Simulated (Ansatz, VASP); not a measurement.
Two plane-wave programs on LiF

The input INCAR:

```
SYSTEM = LiF
  ALGO = Normal
  EDIFF = 1E-6
  ENCUT = 750
  GGA = PE
  GGA_COMPAT = .False.
  ISIF = 2
  ISMEAR = -1
  LASPH = .True.
  LCHARG = .False.
  LREAL = .False.
  LWAVE = .False.
  NBANDS = 12
  NELM = 120
  PREC = Accurate
  SIGMA = 0.02
```

Contents of KPOINTS:

```
k-points
0
Gamma
  10 10 10
  0 0 0
```

POSCAR

```
LiF
1.0
    0.0199487174      2.0148204567      2.0148204567
    2.0148204567      0.0199487174      2.0148204567
    2.0148204567      2.0148204567      0.0199487174
Li F
1 1
Direct
    0.0000000000      0.0000000000      0.0000000000
    0.5000000000      0.5000000000      0.5000000000
```

Input for Ansatz:

```yaml
crystal:
  lattice:
    - [0.0199487174, 2.0148204567, 2.0148204567]
    - [2.0148204567, 0.0199487174, 2.0148204567]
    - [2.0148204567, 2.0148204567, 0.0199487174]
  atoms:
    - { symbol: Li, position: [0.0, 0.0, 0.0] }
    - { symbol: F, position: [0.5, 0.5, 0.5] }
kpoints:
  mp_grid: { grid: [10, 10, 10] }
  band_path:
    path:
      - [0.0, 0.0, 0.0]
      - [0.5, 0.0, 0.5]
      - [0.625, 0.25, 0.625]
      - [0.375, 0.375, 0.75]
      - [0.5, 0.5, 0.5]
      - [0.5, 0.25, 0.75]
      - [0.0375, 0.0375, 0.075]
    npoints: 1
hamiltonian:
  xc: pbe
scf:
  occupations: { method: fermi_dirac, width: 0.02 }
  n_extra_bands: 4
output:
  forces: true
  stress: true
  eigenvalues: true
```

Change from the starting cell: shear_111 strain +1.5%.

Alike in both runs: task single point; functional PBE; k mesh 10 × 10 × 10; occupations fermi-dirac, width 0.02 eV; no spin polarisation.

|  | VASP | Ansatz |
| --- | --- | --- |
| version | VASP 6.6.1 | Ansatz 0.2.0 |
| potentials or method | VASP PAW PBE potentials, release 64 (Li_sv, F) | plane waves, PAW |
| plane-wave cutoff (eV) | 750 | 420 |
| valence electrons in the cell | 10 | 10 |

Ansatz gave:

```
gap on the k mesh at the Fermi level (eV)                     : 9.18
pressure (GPa)                                                : 3.2
traceless stress, the component that is largest in VASP (GPa) : -0.65
```

Task: Which values does VASP return?

Result: gap on the k mesh at the Fermi level (eV): 9.17; pressure (GPa): 2.4; traceless stress, the component that is largest in VASP (GPa): -0.65.
